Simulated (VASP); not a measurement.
Input of a VASP 6.6.1 run:

The input INCAR:

```
SYSTEM = H3C3NO
PREC     = Accurate       ! precision mode
ENCUT    = 520            ! plane-wave cutoff, eV
EDIFF    = 1E-6           ! SCF threshold, eV
ISMEAR   = -1             ! smearing method
SIGMA    = 0.05           ! smearing width, eV
LREAL    = Auto         
LASPH    = .TRUE.         ! aspherical terms in the spheres
NELM     = 60             ! most SCF steps
ALGO     = Normal         ! electronic algorithm
ISIF     = 2              ! what is computed and relaxed
LWAVE    = .FALSE.        ! write WAVECAR
LCHARG   = .FALSE.        ! write CHGCAR
GGA      = PE             ! functional
IVDW     = 12             ! dispersion correction
NBANDS   = 57             ! bands
```

Contents of KPOINTS:

```
regular mesh
0
G
  1 1 1
  0 0 0
```

The input POSCAR:

```
H3C3NO
1.0
    7.0338500000      0.0000000000      0.0000000000
    0.0000000000      7.0338500000      0.0000000000
    0.0000000000      0.0000000000      7.0338500000
C N H O
9 3 9 3
Direct
    0.3490975781      0.1154844075      0.9515699084
    0.2766905749      0.0836099718      1.1408830157
    0.1152569361      0.5976812130      0.4366029984
    0.1462499200      0.6986358822      0.6117986593
    0.9608678035      0.2505313591      0.7462342814
    0.7732322981      0.3144792681      0.7075357024
    0.7053036388      0.0002843393      0.2030182617
    0.7297283849      0.8165087399      0.7451680090
    0.7157957591      0.4375128841      0.2344235376
    0.1873369492      0.0801410323      1.2823986864
    0.1566567385      0.7597972661      0.7640054877
    0.6143861470      0.3560781080      0.6989344385
    0.2346936599      0.0718809756      0.8552784037
    0.3761666797      0.2735059747      0.9369548682
    0.4886370906      0.0457359767      0.9315239876
    0.1328717559      0.6837080688      0.3023806308
    0.2108518095      0.4736381925      0.4018283017
   -0.0318175679      0.5513054728      0.4276747443
    0.9940075492      0.3184742353      0.8885461021
    0.9570576569      0.0982250119      0.7691093782
    1.0881949430      0.2654023046      0.6499712106
    0.8087747109     -0.0882873533      0.2879788452
    0.5720195910      0.7941881047      0.7316618921
    0.6175849641      0.5352403023      0.1550360045
```

Potentials or basis: VASP PAW PBE potentials, release 64 (C, N, H, O).

Run with:

```console
$ cat potpaw_PBE.64/C/POTCAR potpaw_PBE.64/N/POTCAR potpaw_PBE.64/H/POTCAR potpaw_PBE.64/O/POTCAR > POTCAR
$ mpirun -np 1 vasp_gam > vasp.out
```

(1) Estimate the dispersion energy per atom.

(2) Estimate the largest force.

(3) Predict the pressure.

## Answers

(1) -0.056 eV.

(2) 2.454 eV/Å.

(3) 1.3 GPa.

Caveat: the k points lie up to 0.89 Å⁻¹ apart.
